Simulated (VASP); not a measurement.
# MoS2 (P1) in VASP: settings compared

MoS2 is run at these levels: PBE, PBEsol; tasks: single point.

All numbers are computed with VASP 6.6.1; they aren't measurements. Logs are shortened: lines on timing, memory, paths and dates and some standing lists are left out, and cuts for length are marked.

### Step 1. The cell of the first run

The typed cell holds 24 atoms: a = 8.294 Å, b = 8.294 Å, c = 8.294 Å, α = 60.00°, β = 60.00°, γ = 60.00°.

### Step 2. Single point, PBE

File INCAR:

```
SYSTEM = MoS2
  PREC = Accurate
  ENCUT = 520
  EDIFF = 1E-6
  ISMEAR = -1
  SIGMA = 0.112
  LREAL = Auto
  LASPH = .TRUE.
  NELM = 100
  ALGO = Normal
  ISIF = 2
  LWAVE = .FALSE.
  LCHARG = .TRUE.
  GGA = PE
  LELF = .TRUE.
  LVHAR = .TRUE.
  NBANDS = 122
```

File KPOINTS:

```
Automatic mesh
0
G
  2 2 2
  0 0 0
```

File POSCAR:

```
MoS2
1.0
    0.0000000000      5.8647937213      5.8647937213
    5.8647937213      0.0000000000      5.8647937213
    5.8647937213      5.8647937213      0.0000000000
Mo S
8 16
Direct
    0.0110729385     -0.0087947680     -0.0114443070
   -0.0042631508      0.0159293753      0.5139712739
   -0.0072625743      0.4958078047      0.0089424288
    0.0014726008      0.4707240580      0.5021957532
    0.4979559621     -0.0115640896      0.0310251321
    0.5124343059      0.0129797404      0.4829643862
    0.5077004651      0.5209473078     -0.0106683207
    0.5094116080      0.5080079780      0.4749947112
    0.1137456885      0.1221243294      0.1656975584
    0.4069870337      0.3735009455      0.3603739706
    0.0749880594      0.1207040748      0.6501532162
    0.3530570892      0.3638856030      0.8742203466
    0.1613501761      0.6092215123      0.1413489612
    0.3600864072      0.8581666703      0.3719828188
    0.1504081033      0.5992187734      0.6140486215
    0.3588448460      0.9003032759      0.8772373325
    0.6122562311      0.1293867331      0.1411452029
    0.8740558055      0.4263039962      0.3425163945
    0.6557875149      0.1132765331      0.5942891883
    0.8651159344      0.3587427964      0.8874174860
    0.5824889437      0.6542756118      0.1127406234
    0.8629692263      0.8625090225      0.3566185955
    0.6060113397      0.6574775999      0.6303968521
    0.8764866668      0.8388186753      0.9038122655
```

Potentials or basis: VASP PAW PBE potentials, release 64 (Mo_sv, S).

Started as:

```
$ cat potpaw_PBE.64/Mo_sv/POTCAR potpaw_PBE.64/S/POTCAR > POTCAR
$ mpirun -np 1 vasp_std > vasp.out
```

OUTCAR:

```text
SYSTEM = MoS2
   PREC = Accurate
   ENCUT = 520
   EDIFF = 1E-6
   ISMEAR = -1
   LREAL = Auto
   LASPH = .TRUE.
   NELM = 100
   ISIF = 2
   GGA = PE

 ion  position               nearest neighbor table
   1  0.011  0.991  0.989-  11 2.32  16 2.37  20 2.50  22 2.50  24 2.53  13 2.61  17 2.71   9 2.80

   2  0.996  0.016  0.514-  11 2.18  19 2.33   9 2.36  14 2.50  24 2.66  18 2.79  15 2.84  22 3.01

   3  0.993  0.496  0.009-  18 2.28  24 2.32  12 2.45   9 2.54  20 2.62  15 2.68  21 2.79  13 2.82

   4  0.001  0.471  0.502-  18 2.30  11 2.39  13 2.48  20 2.61  15 2.64  22 2.66  23 2.71  10 2.76

   5  0.498  0.988  0.031-  21 2.30  14 2.33  17 2.48  12 2.57  24 2.57  16 2.60   9 2.60  19 2.96

   6  0.512  0.013  0.483-  17 2.32  22 2.40  19 2.41  23 2.42  10 2.44  16 2.68  14 2.84  11 2.98

   7  0.508  0.521  0.989-  21 2.26  13 2.36  23 2.44  20 2.44  10 2.52  16 2.57  17 2.66  12 2.90

   8  0.509  0.508  0.475-  14 2.38  10 2.38  15 2.44  21 2.48  18 2.49  19 2.68  12 2.72  23 2.73

   9  0.114  0.122  0.166-   2 2.36   3 2.54   5 2.60  14 2.68   1 2.80
  10  0.407  0.374  0.360-   8 2.38   6 2.44   7 2.52  21 2.72  13 2.73  17 2.73   4 2.76
  11  0.075  0.121  0.650-   2 2.18   1 2.32   4 2.39   6 2.98
  12  0.353  0.364  0.874-   3 2.45   5 2.57   8 2.72  15 2.73   7 2.90
  13  0.161  0.609  0.141-   7 2.36   4 2.48   1 2.61  10 2.73   3 2.82
  14  0.360  0.858  0.372-   5 2.33   8 2.38   2 2.50   9 2.68  21 2.73  15 2.76   6 2.84
  15  0.150  0.599  0.614-   8 2.44   4 2.64   3 2.68  12 2.73  14 2.76   2 2.84
  16  0.359  0.900  0.877-   1 2.37   7 2.57   5 2.60   6 2.68  21 2.70
  17  0.612  0.129  0.141-   6 2.32   5 2.48   7 2.66   1 2.71  10 2.73  22 2.75
  18  0.874  0.426  0.343-   3 2.28   4 2.30   8 2.49   2 2.79
  19  0.656  0.113  0.594-   2 2.33   6 2.41   8 2.68   5 2.96
  20  0.865  0.359  0.887-   7 2.44   1 2.50   4 2.61   3 2.62
  21  0.582  0.654  0.113-   7 2.26   5 2.30   8 2.48  16 2.70  10 2.72  14 2.73   3 2.79
  22  0.863  0.863  0.357-   6 2.40   1 2.50   4 2.66  23 2.74  17 2.75   2 3.01
  23  0.606  0.657  0.630-   6 2.42   7 2.44   4 2.71   8 2.73  22 2.74
  24  0.876  0.839  0.904-   3 2.32   1 2.53   5 2.57   2 2.66

  LATTYP: Found a face centered cubic cell.
 ALAT       =    11.7295874426

  Lattice vectors:

 A1 = (   0.0000000000,   5.8647937213,   5.8647937213)
 A2 = (   5.8647937213,   0.0000000000,   5.8647937213)
 A3 = (   5.8647937213,   5.8647937213,   0.0000000000)

Analysis of symmetry for initial positions (statically):
=====================================================================
 Subroutine PRICEL returns:
 Original cell was already a primitive cell.

 Routine SETGRP: Setting up the symmetry group for a
 face centered cubic supercell.

 Subroutine GETGRP returns: Found  1 space group operations
 (whereof  1 operations were pure point group operations)
 out of a pool of 48 trial point group operations.

The static configuration has the point symmetry C_1 .

Analysis of symmetry for dynamics (positions and initial velocities):
=====================================================================
 Subroutine PRICEL returns:
 Original cell was already a primitive cell.

 Routine SETGRP: Setting up the symmetry group for a
 face centered cubic supercell.

 Subroutine GETGRP returns: Found  1 space group operations
 (whereof  1 operations were pure point group operations)
 out of a pool of 48 trial point group operations.

The dynamic configuration has the point symmetry C_1 .

 Subroutine INISYM returns: Found  1 space group operations
 (whereof  1 operations are pure point group operations),
 and found     1 'primitive' translations

----------------------------------------------------------------------------------------

                                     Primitive cell

  volume of cell :     403.4486

  direct lattice vectors                    reciprocal lattice vectors
     0.000000000  5.864793721  5.864793721    -0.085254490  0.085254490  0.085254490
     5.864793721  0.000000000  5.864793721     0.085254490 -0.085254490  0.085254490
     5.864793721  5.864793721  0.000000000     0.085254490  0.085254490 -0.085254490

  length of vectors
     8.294070821  8.294070821  8.294070821     0.147665109  0.147665109  0.147665109

  position of ions in fractional coordinates (direct lattice)
     0.011072938  0.991205232  0.988555693
     0.995736849  0.015929375  0.513971274
     0.992737426  0.495807805  0.008942429
     0.001472601  0.470724058  0.502195753
     0.497955962  0.988435910  0.031025132
     0.512434306  0.012979740  0.482964386
[... 16 lines left out ...]
     0.606011340  0.657477600  0.630396852
     0.876486667  0.838818675  0.903812266

  ion indices of the primitive-cell ions
   primitive index   ion index
                 1           1
                 2           2
                 3           3
                 4           4
                 5           5
                 6           6
[... 16 lines left out ...]
                23          23
                24          24

----------------------------------------------------------------------------------------

 KPOINTS: Automatic mesh

Automatic generation of k-mesh.
 Grid dimensions read from file:
 generate k-points for:    2    2    2

 Generating k-lattice:

  Cartesian coordinates                     Fractional coordinates (reciprocal lattice)
    -0.042627245  0.042627245  0.042627245     0.500000000  0.000000000  0.000000000
     0.042627245 -0.042627245  0.042627245     0.000000000  0.500000000  0.000000000
     0.042627245  0.042627245 -0.042627245     0.000000000  0.000000000  0.500000000

  Length of vectors
     0.073832554  0.073832554  0.073832554

  Shift w.r.t. Gamma in fractional coordinates (k-lattice)
     0.000000000  0.000000000  0.000000000

 Subroutine IBZKPT returns following result:
 ===========================================

 Found      8 irreducible k-points:

 Following reciprocal coordinates:
            Coordinates               Weight
  0.000000  0.000000  0.000000      1.000000
  0.500000  0.000000  0.000000      1.000000
  0.000000  0.500000  0.000000      1.000000
  0.000000  0.000000  0.500000      1.000000
  0.500000  0.500000  0.500000      1.000000
  0.500000  0.500000  0.000000      1.000000
  0.000000  0.500000  0.500000      1.000000
  0.500000  0.000000  0.500000      1.000000
   k-points           NKPTS =      8   k-points in BZ     NKDIM =      8   number of bands    NBANDS=    122
   number of dos      NEDOS =    301   number of ions     NIONS =     24
   total plane-waves  NPLWV = 262144
   dimension x,y,z NGX =    64 NGY =   64 NGZ =   64
   dimension x,y,z NGXF=   128 NGYF=  128 NGZF=  128
   ions per type =               8  16
   NGX,Y,Z   is equivalent  to a cutoff of  12.83, 12.83, 12.83 a.u.
   NGXF,Y,Z  is equivalent  to a cutoff of  25.66, 25.66, 25.66 a.u.
 SYSTEM =  MoS2
   PREC   = accura    normal or accurate (medium, high low for compatibility)
   ISTART =      0    job   : 0-new  1-cont  2-samecut
   ICHARG =      2    charge: 1-file 2-atom 10-const
   ISPIN  =      1    spin polarized calculation?
   LNONCOLLINEAR =      F non collinear calculations
   LSORBIT =      F    spin-orbit coupling
   LASPH  =      T    aspherical Exc in radial PAW
   ENCUT  =  520.0 eV  38.22 Ry    6.18 a.u.  15.42 15.42 15.42*2*pi/ulx,y,z
   NELM   =    100;   NELMIN=  2; NELMDL= -5     # of ELM steps
   EDIFF  = 0.1E-05   stopping-criterion for ELM
   LREAL  =      T    real-space projection
   EDIFFG = 0.1E-04   stopping-criterion for IOM
   NSW    =      0    number of steps for IOM
   IBRION =     -1    ionic relax: 0-MD 1-quasi-New 2-CG
   NFREE  =      0    steps in history (QN), initial steepest desc. (CG)
   ISIF   =      2    stress and relaxation
   ISYM   =      2    0-nonsym 1-usesym 2-fastsym
   POTIM  = 0.5000    time-step for ionic-motion
   TEBEG  =    0.0;   TEEND  =   0.0 temperature during run
   PSTRESS=    0.0 pullay stress
   NELECT =     208.0000    total number of electrons
   NUPDOWN=      -1.0000    fix difference up-down
   EMIN   =  10.00;   EMAX   =-10.00  energy-range for DOS
   EFERMI =   0.00;   METHOD = LEGACY
   ISMEAR =    -1;   SIGMA  =   0.11  broadening in eV -4-tet -1-fermi 0-gaus
   EFERMI_NEDOS =   21; number of points for ismear=-14 and -15
   IALGO  =     38    algorithm
   IMIX   =      4    mixing-type and parameters
     AMIX     =   0.40;   BMIX     =  1.00
     AMIX_MAG =   1.60;   BMIX_MAG =  1.00
  volume/ion in A,a.u.               =      16.81       113.44
  Fermi-wavevector in a.u.,A,eV,Ry     =   1.312703  2.480649 23.445418  1.723190
  Thomas-Fermi vector in A             =   2.443077
   LORBIT       =      0    0 simple, 1 ext, 2 COOP (PROOUT), +10 PAW based schemes
   GGA     = PE    functional components
   LHFCALC =     F    Hartree Fock is set to
   AEXX    =    0.0000 exact exchange contribution
   IVDW    =     0    specifies the selected vdW correction
   LEPSILON=     F    determine dielectric tensor
   LRPA    =     F    only Hartree local field effects (RPA)
 non-spin polarized calculation
  energy-cutoff  :      520.00
  volume of cell :      403.45
 maximum number of plane-waves:     10969
 NGX is ok and might be reduce to    64
   NGX = 31   NGY = 31   NGZ = 31

 number of electron     208.0000005 magnetization

 Free energy of the ion-electron system (eV)
  ---------------------------------------------------
  ext. energy  EPLUGINS =         0.00000000
  ---------------------------------------------------
  free energy    TOTEN  =      -155.68649394 eV

  energy without entropy =     -154.87990412  energy(sigma->0) =     -155.28319903

 E-fermi :   8.5398     XC(G=0): -11.2285

 val. band max:        8.5388092036   @ k =   0.5000   0.5000   0.5000
 cond. band min:       8.5466475332   @ k =   0.0000   0.0000   0.0000
 fundamental gap:      0.0078383297
 Fermi energy:         8.5397862657

 k-point     1 :       0.0000    0.0000    0.0000
  band No.  band energies     occupation
      1     -52.6780      2.00000
      2     -52.6613      2.00000
      3     -52.6533      2.00000
      4     -52.6517      2.00000
      5     -52.5974      2.00000
      6     -52.5903      2.00000
[... 108 lines left out ...]
    115       9.9430      0.00001
    116      10.0012      0.00000

 k-point     2 :       0.5000    0.0000    0.0000
  band No.  band energies     occupation
      1     -52.6780      2.00000
      2     -52.6613      2.00000
      3     -52.6533      2.00000
      4     -52.6517      2.00000
      5     -52.5974      2.00000
      6     -52.5903      2.00000
[... 706 lines left out ...]
 k-point     8 :       0.5000    0.0000    0.5000
  band No.  band energies     occupation
      1     -52.6780      2.00000
      2     -52.6613      2.00000
      3     -52.6533      2.00000
      4     -52.6517      2.00000
      5     -52.5974      2.00000
      6     -52.5903      2.00000
[... 108 lines left out ...]
    115      10.0302      0.00000
    116      10.1244      0.00000
 [bands above 116 left out]

------------------------ aborting loop because EDIFF is reached ----------------------------------------

  FORCE on cell =-STRESS in cart. coord.  units (eV):
  Direction    XX          YY          ZZ          XY          YZ          ZX
  --------------------------------------------------------------------------------------
  -------------------------------------------------------------------------------------
  Total       12.3371112     15.1932488     12.5252960      3.7899453     -1.6727286      0.0012270
  in kB       48.9932038     60.3355131     49.7405246     15.0506518     -6.6427492      0.0048727
  external PRESSURE =      53.0230805 kB  Pullay stress =       0.0000000 kB

 VOLUME and BASIS-vectors are now :
 -----------------------------------------------------------------------------
  energy-cutoff  :      520.00
  volume of cell :      403.45
      direct lattice vectors                 reciprocal lattice vectors
     0.000000000  5.864793721  5.864793721    -0.085254490  0.085254490  0.085254490
     5.864793721  0.000000000  5.864793721     0.085254490 -0.085254490  0.085254490
     5.864793721  5.864793721  0.000000000     0.085254490  0.085254490 -0.085254490

 POSITION                                       TOTAL-FORCE (eV/Angst)
 -----------------------------------------------------------------------------------
     11.61089      5.86262      5.87815         0.955478      0.868154     -1.349384
      3.10776      8.85413      5.93321        -2.155322     -0.495102     -1.615445
      2.96026      5.87465      8.73001        -2.010036     -0.205459      0.146753
      5.70597      2.95391      2.76934         1.331946      0.671665      1.328774
      5.97893      3.10236      8.71738         0.608591     -1.217977      0.697448
      2.90861      5.83781      3.08144         0.040718      0.693540     -0.329034
[... 16 lines left out ...]
      7.55312      7.25128      7.41010        -0.832218      0.790389     -0.636977
     10.22017     10.44109     10.05991         1.004435     -0.361833      0.674624
 -----------------------------------------------------------------------------------
    total drift:                               -0.003037      0.002286     -0.000086

  FREE ENERGIE OF THE ION-ELECTRON SYSTEM (eV)
  ---------------------------------------------------
  free  energy   TOTEN  =      -155.6864939376 eV

  energy  without entropy=     -154.8799041154  energy(sigma->0) =     -155.28319903
```

It took 12 min on 1 thread of Intel Xeon 6975P-C (Granite Rapids), shared host; peak memory 0.68 GiB.

Results:

```yaml
Free_energy: -155.6865 eV
Pressure: 5.3 GPa
Largest_force: 2.739 eV/Å
Band_gap_on_the_k_mesh: zero (band 104 reaches 8.63 eV, above the bottom of band 105 at 8.34 eV)
```

Forces on the atoms (eV/Å):
```
Mo   0.955  0.868 -1.349
Mo  -2.155 -0.495 -1.615
Mo  -2.010 -0.205  0.147
Mo   1.332  0.672  1.329
Mo   0.609 -1.218  0.697
Mo   0.041  0.694 -0.329
Mo  -0.694 -0.811 -1.094
Mo   0.258  0.767 -0.233
S   -0.516 -0.745  0.462
S    0.346  0.004 -1.131
S    0.549  0.535  1.614
S   -0.519  0.191  0.624
S   -0.085 -0.959 -0.300
S    0.821  0.864  0.404
S    1.367 -1.266 -0.439
S   -0.182 -0.318  0.895
S   -0.737 -1.413  0.565
S    0.576 -0.212 -1.247
S    0.654 -0.003 -0.155
S    0.088  0.808  1.160
S   -0.454  1.568  0.226
S   -0.416  0.246 -0.269
S   -0.832  0.790 -0.637
S    1.004 -0.362  0.675
```

Levels at points of the mesh, in eV from the Fermi level:
```csv
k point,band 100,band 101,band 102,band 103,band 104,band 105,band 106,band 107,band 108,band 109
"(0.00, 0.00, 0.00)",-0.59,-0.51,-0.42,-0.39,-0.30,-0.20,-0.11,0.01,0.09,0.29
"(0.50, 0.00, 0.00)",-0.34,-0.26,-0.19,-0.08,-0.03,0.02,0.11,0.20,0.29,0.38
"(0.00, 0.50, 0.00)",-0.38,-0.32,-0.26,-0.15,-0.11,0.00,0.06,0.22,0.40,0.45
"(0.00, 0.00, 0.50)",-0.36,-0.30,-0.23,-0.14,-0.08,0.04,0.11,0.20,0.31,0.41
"(0.50, 0.50, 0.50)",-0.36,-0.28,-0.19,-0.09,0.00,0.05,0.07,0.09,0.25,0.36
"(0.50, 0.50, 0.00)",-0.41,-0.32,-0.25,-0.17,0.04,0.33,0.40,0.47,0.53,0.68
"(0.00, 0.50, 0.50)",-0.41,-0.30,-0.26,-0.05,0.09,0.26,0.35,0.45,0.61,0.67
"(0.50, 0.00, 0.50)",-0.41,-0.37,-0.17,-0.13,0.00,0.19,0.31,0.47,0.55,0.64
```

Caveat: the k points lie up to 0.46 Å⁻¹ apart; forces of over 1 eV/Å act on the atoms, so gaps and moduli don't describe the material at rest.

### Step 3. Single point, PBEsol

File INCAR:

```
SYSTEM = MoS2
PREC = Accurate
ENCUT = 520
EDIFF = 1E-6
ISMEAR = -1
SIGMA = 0.069
LREAL = Auto
LASPH = .True.
NELM = 100
ALGO = Normal
ISIF = 2
LWAVE = .False.
LCHARG = .False.
GGA = PS
NBANDS = 122
```

File KPOINTS:

```
Automatic mesh
0
Gamma
  2 2 2
  0 0 0
```

File POSCAR:

```
MoS2
1.0
    0.0000000000      5.8647937213      5.8647937213
    5.8647937213      0.0000000000      5.8647937213
    5.8647937213      5.8647937213      0.0000000000
Mo S
8 16
Direct
    0.0235779819     -0.0169161960     -0.0220145850
   -0.0135503487      0.0256525646      0.4969165394
    0.0230350813      0.4886521396     -0.0060261284
   -0.0187427734      0.5102695239      0.4989345984
    0.4934049921      0.0066204375      0.0045768873
    0.4893902729      0.0014750732      0.5108822479
    0.5163619803      0.4940154143     -0.0042982756
    0.5204476312      0.4915301606      0.4898767351
    0.1138650448      0.1117573833      0.1528701678
    0.3359766931      0.3658323041      0.3959411209
    0.1384829610      0.1332154270      0.6230420324
    0.3810712885      0.3674665474      0.8699135455
    0.1021607116      0.6097877726      0.1540164144
    0.3589562737      0.8877545822      0.3909016427
    0.1095051302      0.6420164423      0.6038925098
    0.3662698301      0.8783338758      0.8838304033
    0.6358950847      0.1300558104      0.1181803714
    0.8575888154      0.3836826335      0.3636329940
    0.6134619854      0.1481274605      0.6219359407
    0.8956379797      0.3562169616      0.8825589178
    0.6083561792      0.6435321819      0.1135334901
    0.8735065960      0.8651949653      0.4010101824
    0.6215875056      0.6031116640      0.6405941417
    0.8861469383      0.8700261667      0.8773786845
```

Potentials or basis: VASP PAW PBE potentials, release 64 (Mo_sv, S).

Started as:

```
$ cat potpaw_PBE.64/Mo_sv/POTCAR potpaw_PBE.64/S/POTCAR > POTCAR
$ mpirun -np 1 vasp_std > vasp.out
```

Wall time 34 min (1 thread of AMD EPYC 7R13 (Zen 3), shared host); peak memory 0.66 GiB.

Results (log left out):

| Item | Value |
| --- | --- |
| Free energy | -169.8460 eV |
| Pressure | -3.2 GPa |
| Largest force | 2.195 eV/Å |
| Band gap on the k mesh | zero (band 104 reaches 8.53 eV, above the bottom of band 105 at 8.27 eV) |

Forces in eV/Å, atoms in the order of the input:
```
Mo   1.133 -0.121 -0.434
Mo  -0.184  0.892 -0.802
Mo  -0.207 -0.216  0.160
Mo   0.561  0.677 -0.256
Mo   0.475  0.229 -0.269
Mo  -0.440  0.039  0.356
Mo   0.289  0.324 -0.322
Mo   1.342 -1.626 -0.609
S   -0.830 -0.354  0.894
S   -0.923  0.827  1.463
S    0.252 -0.613 -1.388
S    0.587 -0.691  0.058
S   -0.669 -0.515  1.245
S   -0.326  0.280  0.562
S    0.269  0.862  0.051
S   -0.795  0.355  0.744
S   -0.034  0.282 -0.322
S   -0.779  0.321  0.932
S   -0.619  0.776 -0.798
S    0.514 -0.203 -0.277
S   -0.116  0.295 -0.359
S    0.533 -1.054 -0.025
S    0.236 -0.441 -0.064
S   -0.269 -0.325 -0.541
```

Stress tensor (GPa, compression positive):
```
-4.10 -0.83 -0.66
-0.83 -2.84  0.29
-0.66  0.29 -2.73
```

Levels at points of the mesh, in eV from the Fermi level:
```tsv
k point	band 102	band 103	band 104	band 105	band 106	band 107
(0.00, 0.00, 0.00)	-0.47	-0.43	-0.28	-0.14	-0.10	-0.02
(0.50, 0.00, 0.00)	-0.15	-0.08	-0.06	0.10	0.13	0.18
(0.00, 0.50, 0.00)	-0.16	-0.10	-0.06	0.04	0.15	0.16
(0.00, 0.00, 0.50)	-0.15	-0.10	-0.06	-0.03	0.10	0.15
(0.50, 0.50, 0.50)	-0.14	-0.11	-0.09	0.03	0.06	0.18
(0.50, 0.50, 0.00)	-0.15	-0.03	0.02	0.22	0.36	0.50
(0.00, 0.50, 0.50)	-0.19	-0.15	-0.08	0.38	0.46	0.51
(0.50, 0.00, 0.50)	-0.12	-0.08	0.13	0.26	0.35	0.42
```

Caveat: the k points lie up to 0.46 Å⁻¹ apart; the PAW data sets were made with another functional, which shifts forces and pressure a little.
